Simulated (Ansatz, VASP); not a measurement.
## H: VASP beside Ansatz

Contents of INCAR:

```
SYSTEM = H
ALGO     = Normal         ! electronic algorithm
EDIFF    = 1E-7           ! SCF threshold, eV
ENCUT    = 520            ! plane-wave cutoff, eV
GGA      = PE             ! functional
ISIF     = 2              ! what is computed and relaxed
ISMEAR   = 0              ! smearing method
LASPH    = .TRUE.         ! aspherical terms in the spheres
LCHARG   = .FALSE.        ! write CHGCAR
LREAL    = .FALSE.        ! projectors in reciprocal space
LWAVE    = .FALSE.        ! write WAVECAR
NBANDS   = 8              ! bands
NELM     = 80             ! most SCF steps
PREC     = Accurate       ! precision mode
SIGMA    = 0.05           ! smearing width, eV
```

KPOINTS

```
k-points
0
G
  8 8 8
  0 0 0
```

POSCAR

```
H
1.0
   -1.9197880051      1.7899472705      2.2855640979
    1.9197880051     -1.7899472705      2.2855640979
    1.9197880051      1.7899472705     -2.2855640979
H
2
Direct
    0.9178910720      0.9178910720      0.0000000000
    0.0821089280      0.0821089280      0.0000000000
```

Input for Ansatz:

```yaml
crystal:
  lattice:
    - [-1.9197880051, 1.7899472705, 2.2855640979]
    - [1.9197880051, -1.7899472705, 2.2855640979]
    - [1.9197880051, 1.7899472705, -2.2855640979]
  atoms:
    - { symbol: H, position: [0.917891072, 0.917891072, 0.0] }
    - { symbol: H, position: [0.082108928, 0.082108928, 0.0] }
basis:
  ecutwfc: 420
kpoints:
  mp_grid: { grid: [8, 8, 8] }
hamiltonian:
  xc: pbe
scf:
  occupations: { method: gaussian, width: 0.05 }
output:
  forces: true
  stress: true
  eigenvalues: true
```

Change from the starting cell: strain +0.0350 x Voigt [1, -1, 0, 0, 0, 0], atoms carried along.

Alike in both runs: task single point; functional PBE; k mesh 8 × 8 × 8; occupations gaussian, width 0.05 eV; no spin polarisation.

```csv
,VASP,Ansatz
version,VASP 6.6.1,Ansatz 0.2.0
potentials or method,"VASP PAW PBE potentials, release 64 (H), cutoff 520 eV","scalar-relativistic, plane waves, PAW"
valence electrons in the cell,2,2
```

```csv
,VASP,Ansatz,Ansatz less VASP
gap on the k mesh at the Fermi level (eV),9.14,9.14,-0.001
least direct gap on the mesh (eV),9.66,9.66,-0.002
pressure (GPa),-0.1,0.0,+0.16
rms of the force components (eV/Å),0.005,0.001,-0.0043
```

Atom by atom the forces differ by 0.006 eV/Å (rms over components).
